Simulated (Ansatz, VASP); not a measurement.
# Mn in VASP and in Ansatz

```
CELL_PARAMETERS angstrom
2.48619 0.00000 0.00000
-1.24309 2.15310 0.00000
0.00000 0.00000 8.20723
ATOMIC_POSITIONS crystal
Mn 0.33333 0.66667 0.36715
Mn 0.66667 0.33333 0.86715
Mn 0.66667 0.33333 0.63285
Mn 0.33333 0.66667 0.13285
```

Alike in both runs: functional r2SCAN; k mesh 21 × 21 × 6; occupations gaussian, width 0.1 eV; no spin polarisation.

Ansatz relaxed the structure, and its values are those at the end. VASP's run is a single point on that final structure, the one shown.

|  | VASP | Ansatz |
| --- | --- | --- |
| version | VASP 6.6.1 | Ansatz 0.2.0 |
| potentials or method | VASP PAW PBE potentials, release 64 (Mn_pv), cutoff 520 eV | scalar-relativistic, plane waves, PAW |
| valence electrons in the cell | 52 | 60 |

|  | VASP | Ansatz | Ansatz less VASP |
| --- | --- | --- | --- |
| gap on the k mesh at the Fermi level (eV) | none | none | - |
| pressure (GPa) | 3.3 | 0.0 | -3.27 |
| rms of the force components (eV/Å) | 0.481 | 0.000 | -0.4804 |

VASP's potentials were made for PBE, not for r2SCAN. A gap of «none» marks a metal or a gap that the smearing closes. With one functional, cell and mesh, what is left measures potentials, basis and numerics. VASP's potentials hold 52 valence electrons a cell and Ansatz's 60, so a difference there can come from the potentials and not from the codes.
